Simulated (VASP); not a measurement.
# Os2C3 (P-3m1) in VASP: single point with PBE+D3(BJ)

Aim: the single point of Os2C3 with PBE+D3(BJ).

Program: VASP 6.6.1. These are calculated values, not measurements. Logs are shortened: lines on timing, memory, paths and dates and some standing lists are left out, and cuts for length are marked.

### Step 1. The cell of the first run

Symmetry: P-3m1, No. 164, trigonal system. Conventional cell: a = 3.312 Å, b = 3.312 Å, c = 5.513 Å, α = 90.00°, β = 90.00°, γ = 120.00°. Os (site symmetry 3m) has 7 C at 2.00 to 2.39 Å within 2.6 Å. C (site symmetry -3m) has 6 Os at 2.39 Å and 6 C at 2.78 Å within 3.2 Å. Within 2.6 Å of C (site symmetry 3m) lie 4 Os at 2.00 to 2.06 Å and 3 C at 2.42 Å.

### Step 2. Single point, PBE+D3(BJ)

Contents of INCAR:

```
SYSTEM = Os2C3
ALGO     = Normal         ! electronic algorithm
EDIFF    = 1E-6           ! SCF threshold, eV
ENCUT    = 600            ! plane-wave cutoff, eV
GGA      = PE             ! functional
GGA_COMPAT= .False.      
ISIF     = 2              ! what is computed and relaxed
ISMEAR   = 0              ! smearing method
IVDW     = 12             ! dispersion correction
LASPH    = .True.         ! aspherical terms in the spheres
LCHARG   = .True.         ! write CHGCAR
LELF     = .True.         ! ELF
LREAL    = .False.        ! projectors in reciprocal space
LVHAR    = .True.       
LWAVE    = .False.        ! write WAVECAR
NBANDS   = 22             ! bands
NELM     = 120            ! most SCF steps
PREC     = Accurate       ! precision mode
SIGMA    = 0.1            ! smearing width, eV
```

Contents of KPOINTS:

```
k-points
0
Gamma
  12 12 8
  0 0 0
```

Contents of POSCAR:

```
Os2C3
1.0
    3.3121827005      0.0000000000      0.0000000000
   -1.6560913503      2.8684343606      0.0000000000
    0.0000000000      0.0000000000      5.5133696505
Os C
2 3
Direct
    0.3333333333      0.6666666667      0.2602519852
    0.6666666667      0.3333333333      0.7397480148
    0.0000000000      0.0000000000      0.0000000000
    0.3333333333      0.6666666667      0.6345032667
    0.6666666667      0.3333333333      0.3654967333
```

Potentials or basis: VASP PAW PBE potentials, release 64 (Os, C).

The run is started by

```
$ cat potpaw_PBE.64/Os/POTCAR potpaw_PBE.64/C/POTCAR > POTCAR
$ mpirun -np 1 vasp_std > vasp.out
```

OUTCAR:

```text
SYSTEM = Os2C3
   EDIFF = 1E-6
   ENCUT = 600
   GGA = PE
   ISIF = 2
   ISMEAR = 0
   IVDW = 12
   LASPH = .True.
   LREAL = .False.
   NELM = 120
   PREC = Accurate
 IVDW          = 12

 ion  position               nearest neighbor table
   1  0.333  0.667  0.260-   5 2.00   5 2.00   5 2.00   4 2.06   3 2.39   3 2.39   3 2.39   2 3.26
                             2 3.26   2 3.26
   2  0.667  0.333  0.740-   4 2.00   4 2.00   4 2.00   5 2.06   3 2.39   3 2.39   3 2.39   1 3.26
                             1 3.26   1 3.26
   3  0.000  0.000  0.000-   1 2.39   2 2.39   2 2.39   1 2.39   2 2.39   1 2.39
   4  0.333  0.667  0.635-   2 2.00   2 2.00   2 2.00   1 2.06
   5  0.667  0.333  0.365-   1 2.00   1 2.00   1 2.00   2 2.06

  LATTYP: Found a hexagonal cell.
 ALAT       =     3.3121827005
 C/A-ratio  =     1.6645729264

  Lattice vectors:

 A1 = (   3.3121827005,   0.0000000000,   0.0000000000)
 A2 = (  -1.6560913503,   2.8684343606,   0.0000000000)
 A3 = (   0.0000000000,   0.0000000000,   5.5133696505)

Analysis of symmetry for initial positions (statically):
=====================================================================
 Subroutine PRICEL returns:
 Original cell was already a primitive cell.

 Routine SETGRP: Setting up the symmetry group for a
 hexagonal supercell.

 Subroutine GETGRP returns: Found 12 space group operations
 (whereof 12 operations were pure point group operations)
 out of a pool of 24 trial point group operations.

The static configuration has the point symmetry D_3d.

Analysis of symmetry for dynamics (positions and initial velocities):
=====================================================================
 Subroutine PRICEL returns:
 Original cell was already a primitive cell.

 Routine SETGRP: Setting up the symmetry group for a
 hexagonal supercell.

 Subroutine GETGRP returns: Found 12 space group operations
 (whereof 12 operations were pure point group operations)
 out of a pool of 24 trial point group operations.

The dynamic configuration has the point symmetry D_3d.

 Subroutine INISYM returns: Found 12 space group operations
 (whereof 12 operations are pure point group operations),
 and found     1 'primitive' translations

----------------------------------------------------------------------------------------

                                     Primitive cell

  volume of cell :      52.3813

  direct lattice vectors                    reciprocal lattice vectors
     3.312182701  0.000000000  0.000000000     0.301915713  0.174311118  0.000000000
    -1.656091350  2.868434361  0.000000000     0.000000000  0.348622236  0.000000000
     0.000000000  0.000000000  5.513369650     0.000000000  0.000000000  0.181377282

  length of vectors
     3.312182701  3.312182701  5.513369650     0.348622236  0.348622236  0.181377282

  position of ions in fractional coordinates (direct lattice)
     0.333333333  0.666666667  0.260251985
     0.666666667  0.333333333  0.739748015
     0.000000000  0.000000000  0.000000000
     0.333333333  0.666666667  0.634503267
     0.666666667  0.333333333  0.365496733

  ion indices of the primitive-cell ions
   primitive index   ion index
                 1           1
                 2           2
                 3           3
                 4           4
                 5           5

----------------------------------------------------------------------------------------

 KPOINTS: k-points

Automatic generation of k-mesh.
 Grid dimensions read from file:
 generate k-points for:   12   12    8

 Generating k-lattice:

  Cartesian coordinates                     Fractional coordinates (reciprocal lattice)
     0.025159643  0.014525926  0.000000000     0.083333333  0.000000000  0.000000000
     0.000000000  0.029051853  0.000000000     0.000000000  0.083333333  0.000000000
     0.000000000  0.000000000  0.022672160     0.000000000  0.000000000  0.125000000

  Length of vectors
     0.029051853  0.029051853  0.022672160

  Shift w.r.t. Gamma in fractional coordinates (k-lattice)
     0.000000000  0.000000000  0.000000000

 Subroutine IBZKPT returns following result:
 ===========================================

 Found    131 irreducible k-points:

 Following reciprocal coordinates:
            Coordinates               Weight
  0.000000  0.000000  0.000000      1.000000
  0.083333 -0.000000  0.000000      6.000000
  0.166667 -0.000000  0.000000      6.000000
  0.250000 -0.000000  0.000000      6.000000
  0.333333 -0.000000  0.000000      6.000000
  0.416667 -0.000000  0.000000      6.000000
[... 16 lines left out ...]
  0.166667 -0.000000  0.125000      6.000000
  0.000000  0.166667  0.125000      6.000000
 [... further k-points ...]
   k-points           NKPTS =    131   k-points in BZ     NKDIM =    131   number of bands    NBANDS=     22
   number of dos      NEDOS =    301   number of ions     NIONS =      5
   total plane-waves  NPLWV =  37632
   dimension x,y,z NGX =    28 NGY =   28 NGZ =   48
   dimension x,y,z NGXF=    56 NGYF=   56 NGZF=   96
   ions per type =               2   3
   NGX,Y,Z   is equivalent  to a cutoff of  14.05, 14.05, 14.47 a.u.
   NGXF,Y,Z  is equivalent  to a cutoff of  28.11, 28.11, 28.95 a.u.
 SYSTEM =  Os2C3
   PREC   = accura    normal or accurate (medium, high low for compatibility)
   ISTART =      0    job   : 0-new  1-cont  2-samecut
   ICHARG =      2    charge: 1-file 2-atom 10-const
   ISPIN  =      1    spin polarized calculation?
   LNONCOLLINEAR =      F non collinear calculations
   LSORBIT =      F    spin-orbit coupling
   LASPH  =      T    aspherical Exc in radial PAW
   ENCUT  =  600.0 eV  44.10 Ry    6.64 a.u.   6.62  6.62 11.01*2*pi/ulx,y,z
   NELM   =    120;   NELMIN=  2; NELMDL= -5     # of ELM steps
   EDIFF  = 0.1E-05   stopping-criterion for ELM
   LREAL  =      F    real-space projection
[... 7 lines left out ...]
   TEBEG  =    0.0;   TEEND  =   0.0 temperature during run
   PSTRESS=    0.0 pullay stress
   NELECT =      28.0000    total number of electrons
   NUPDOWN=      -1.0000    fix difference up-down
   EMIN   =  10.00;   EMAX   =-10.00  energy-range for DOS
   EFERMI =   0.00;   METHOD = LEGACY
   ISMEAR =     0;   SIGMA  =   0.10  broadening in eV -4-tet -1-fermi 0-gaus
   EFERMI_NEDOS =   21; number of points for ismear=-14 and -15
   IALGO  =     38    algorithm
   IMIX   =      4    mixing-type and parameters
     AMIX     =   0.40;   BMIX     =  1.00
     AMIX_MAG =   1.60;   BMIX_MAG =  1.00
  volume/ion in A,a.u.               =      10.48        70.70
  Fermi-wavevector in a.u.,A,eV,Ry     =   1.328624  2.510735 24.017569  1.765242
  Thomas-Fermi vector in A             =   2.457847
   LORBIT       =      0    0 simple, 1 ext, 2 COOP (PROOUT), +10 PAW based schemes
   GGA     = PE    functional components
   LHFCALC =     F    Hartree Fock is set to
   AEXX    =    0.0000 exact exchange contribution
   IVDW    =    12    specifies the selected vdW correction
   LEPSILON=     F    determine dielectric tensor
   LRPA    =     F    only Hartree local field effects (RPA)
 non-spin polarized calculation
 Gauss-broadening in eV      SIGMA  =   0.10
  energy-cutoff  :      600.00
  volume of cell :       52.38
 maximum number of plane-waves:      1786
 NGX is ok and might be reduce to    28
   NGX = 13   NGY = 13   NGZ = 23

 number of electron      28.0000000 magnetization

 Free energy of the ion-electron system (eV)
  ---------------------------------------------------
  ext. energy  EPLUGINS =         0.00000000
  ---------------------------------------------------
  free energy    TOTEN  =       -42.91878709 eV

  energy without entropy =      -42.90658700  energy(sigma->0) =      -42.91268704

 E-fermi :   7.8227     XC(G=0): -12.8497

 val. band max:        7.8202290564   @ k =   0.5000  -0.0000   0.0000
 cond. band min:       7.8291390196   @ k =   0.2500   0.0833   0.2500
 fundamental gap:      0.0089099632
 Fermi energy:         7.8227354029

 k-point     1 :       0.0000    0.0000    0.0000
  band No.  band energies     occupation
      1      -7.4313      2.00000
      2      -4.2470      2.00000
      3      -2.7727      2.00000
      4       1.1620      2.00000
      5       1.1620      2.00000
      6       1.4731      2.00000
[... 14 lines left out ...]
     21      15.3133      0.00000
     22      15.3133      0.00000

 k-point     2 :       0.0833   -0.0000    0.0000
  band No.  band energies     occupation
      1      -7.3090      2.00000
      2      -4.1512      2.00000
      3      -2.8064      2.00000
      4       0.9452      2.00000
      5       1.2064      2.00000
      6       1.3643      2.00000
[... 14 lines left out ...]
     21      15.1809      0.00000
     22      15.2360      0.00000

 k-point     3 :       0.1667   -0.0000    0.0000
  band No.  band energies     occupation
      1      -6.9561      2.00000
      2      -3.9080      2.00000
      3      -2.8882      2.00000
      4       0.5018      2.00000
      5       1.2941      2.00000
      6       1.3237      2.00000
[... 14 lines left out ...]
     21      14.7250      0.00000
     22      14.9311      0.00000

 k-point     4 :       0.2500   -0.0000    0.0000
  band No.  band energies     occupation
      1      -6.4167      2.00000
      2      -3.6645      2.00000
      3      -2.9552      2.00000
      4       0.1276      2.00000
      5       1.3654      2.00000
      6       1.4472      2.00000
[... 14 lines left out ...]
     21      14.0940      0.00000
     22      14.4334      0.00000

 k-point     5 :       0.3333   -0.0000    0.0000
  band No.  band energies     occupation
      1      -5.7775      2.00000
      2      -3.6033      2.00000
      3      -2.9493      2.00000
      4      -0.0325      2.00000
      5       1.5051      2.00000
      6       1.6091      2.00000
[... 14 lines left out ...]
     21      14.0098      0.00000
     22      14.0949      0.00000

 k-point     6 :       0.4167   -0.0000    0.0000
  band No.  band energies     occupation
      1      -5.1931      2.00000
      2      -3.6829      2.00000
      3      -2.9522      2.00000
      4      -0.0063      2.00000
      5       1.5038      2.00000
      6       1.6103      2.00000
[... 14 lines left out ...]
     21      14.0231      0.00000
     22      14.0897      0.00000

 k-point     7 :       0.5000   -0.0000    0.0000
  band No.  band energies     occupation
      1      -4.9289      2.00000
      2      -3.7460      2.00000
      3      -2.9707      2.00000
      4       0.0422      2.00000
      5       1.4529      2.00000
      6       1.4951      2.00000
[... 324 lines left out ...]
      6       1.2701      2.00000
[... 14 lines left out ...]
     21      15.2848      0.00000
     22      15.2848      0.00000

 k-point    21 :       0.0833   -0.0000    0.1250
  band No.  band energies     occupation
      1      -7.2410      2.00000
      2      -4.3817      2.00000
      3      -2.6216      2.00000
      4       0.8102      2.00000
      5       1.1090      2.00000
      6       1.4598      2.00000
[... 14 lines left out ...]
     21      15.0017      0.00000
     22      15.3435      0.00000

 k-point    22 :       0.0000    0.0833    0.1250
  band No.  band energies     occupation
      1      -7.2421      2.00000
      2      -4.3759      2.00000
      3      -2.6295      2.00000
      4       0.8488      2.00000
      5       1.1133      2.00000
      6       1.3557      2.00000
[... 14 lines left out ...]
     21      15.0682      0.00000
     22      15.2871      0.00000

 k-point    23 :       0.1667   -0.0000    0.1250
  band No.  band energies     occupation
      1      -6.8882      2.00000
      2      -4.1436      2.00000
      3      -2.7274      2.00000
      4       0.4701      2.00000
      5       1.2245      2.00000
      6       1.4425      2.00000
[... 14 lines left out ...]
     21      14.5970      0.00000
     22      15.0047      0.00000

 k-point    24 :       0.0000    0.1667    0.1250
  band No.  band energies     occupation
      1      -6.8972      2.00000
      2      -4.0936      2.00000
      3      -2.7820      2.00000
      4       0.5515      2.00000
      5       1.1882      2.00000
      6       1.2811      2.00000
[... 14 lines left out ...]
     21      14.7051      0.00000
     22      14.7596      0.00000

 [... further k-points ...]

------------------------ aborting loop because EDIFF is reached ----------------------------------------

 Edisp (eV)   -1.62241

 E8    (eV) :    -0.6833

  FORCE on cell =-STRESS in cart. coord.  units (eV):
  Direction    XX          YY          ZZ          XY          YZ          ZX
  --------------------------------------------------------------------------------------
  -------------------------------------------------------------------------------------
  Total      -0.75676    -0.75676    -0.83607     0.00000     0.00000     0.00000
  in kB     -23.14694   -23.14694   -25.57286     0.00000     0.00000     0.00000
  external pressure =      -23.96 kB  Pullay stress =        0.00 kB

 VOLUME and BASIS-vectors are now :
 -----------------------------------------------------------------------------
  energy-cutoff  :      600.00
  volume of cell :       52.38
      direct lattice vectors                 reciprocal lattice vectors
     3.312182701  0.000000000  0.000000000     0.301915713  0.174311118  0.000000000
    -1.656091350  2.868434361  0.000000000     0.000000000  0.348622236  0.000000000
     0.000000000  0.000000000  5.513369650     0.000000000  0.000000000  0.181377282

 POSITION                                       TOTAL-FORCE (eV/Angst)
 -----------------------------------------------------------------------------------
     -0.00000      1.91229      1.43487        -0.000000     -0.000000     -0.219405
      1.65609      0.95614      4.07850         0.000000      0.000000      0.219405
      0.00000      0.00000      0.00000        -0.000000      0.000000      0.000000
     -0.00000      1.91229      3.49825        -0.000000      0.000000     -0.038284
      1.65609      0.95614      2.01512         0.000000     -0.000000      0.038284
 -----------------------------------------------------------------------------------
    total drift:                                0.000000      0.000000      0.000000

  FREE ENERGIE OF THE ION-ELECTRON SYSTEM (eV)
  ---------------------------------------------------
  free  energy   TOTEN  =       -44.5411961140 eV

  energy  without entropy=      -44.5289960233  energy(sigma->0) =      -44.53509607
```

Wall time 4.9 min (1 thread of Intel Xeon 8259CL, shared host); peak memory 0.31 GiB.

Results:

```
Free energy                : -44.5412 eV
Pressure                   : -2.4 GPa
Largest force              : 0.219 eV/Å
Band gap on the k mesh     : zero (band 14 reaches 8.90 eV, above the bottom of band 15 at 7.49 eV)
Dispersion energy per atom : -0.324 eV
```

Forces on the atoms (eV/Å):
```
Os   0.000  0.000 -0.219
Os   0.000  0.000  0.219
C    0.000  0.000  0.000
C    0.000  0.000 -0.038
C    0.000  0.000  0.038
```

Stress tensor (GPa, compression positive):
```
-2.31  0.00  0.00
 0.00 -2.31  0.00
 0.00  0.00 -2.56
```

Caveat: three body term missing; spin-orbit coupling is left out, which moves the levels of the heavy elements; pairwise dispersion overbinds metals, which lowers pressure and volume.
